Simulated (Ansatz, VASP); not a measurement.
One calculation of Sb, two programs

File INCAR:

```
ALGO = Normal ; EDIFF = 1E-6
ENCUT = 520 ; GGA = CA
ISIF = 2 ; ISMEAR = -1
LASPH = T ; LCHARG = T
LELF = T ; LREAL = F
LVHAR = T ; LWAVE = F
NBANDS = 12 ; NELM = 60
PREC = Accurate ; SIGMA = 0.05
```

KPOINTS

```
k-points
0
Gamma
  14 14 8
```

The input POSCAR:

```
Sb
1.0
    3.3045895964      0.0000000000      0.0000000000
   -1.6522947982      2.8618585396      0.0000000000
    0.0000000000      0.0000000000      5.4298225845
Sb
2
Direct
    0.3333333333      0.6666666667      0.2500000000
    0.6666666667      0.3333333333      0.7500000000
```

Input for Ansatz:

```yaml
crystal:
  lattice:
    - [3.3045895964, 0.0, 0.0]
    - [-1.6522947982, 2.8618585396, 0.0]
    - [0.0, 0.0, 5.4298225845]
  atoms:
    - { symbol: Sb, position: [0.3333333333, 0.6666666667, 0.25] }
    - { symbol: Sb, position: [0.6666666667, 0.3333333333, 0.75] }
kpoints:
  mp_grid: { grid: [14, 14, 8] }
  band_path:
    path:
      - [0.0, 0.0, 0.0]
      - [0.5, 0.0, 0.0]
      - [0.3333333333, 0.3333333333, 0.0]
      - [0.0, 0.0, 0.0]
      - [0.0, 0.0, 0.5]
      - [0.5, 0.0, 0.5]
      - [0.3333333333, 0.3333333333, 0.5]
      - [0.0, 0.0, 0.5]
      - [0.5, 0.0, 0.5]
    npoints: 14
scf:
  occupations: { method: fermi_dirac, width: 0.05 }
hamiltonian:
  xc: lda
  pseudopotentials: { kind: all_electron, lapw: { basis_error: 0.001 } }
output:
  forces: true
  stress: true
  eigenvalues: true
  populations: true
  dos: { projected: true, de: 0.2, e_range: [-14, 8] }
```

Alike in both runs: task single point; functional LDA; k mesh 14 × 14 × 8; occupations fermi-dirac, width 0.05 eV; no spin polarisation.

```csv
,VASP,Ansatz
version,VASP 6.6.1,Ansatz 0.2.0
potentials or method,"VASP PAW LDA potentials, release 64 (Sb), cutoff 520 eV","all-electron LAPW, scalar-relativistic"
```

```csv
,VASP,Ansatz,Ansatz less VASP
pressure (GPa),0.1,0.0,-0.08
```

LDA's correlation is that of Perdew and Zunger in VASP and of Perdew and Wang (1992) in Ansatz. Ansatz ran all-electron here, and VASP with PAW potentials.

Neither program's run includes spin-orbit coupling.
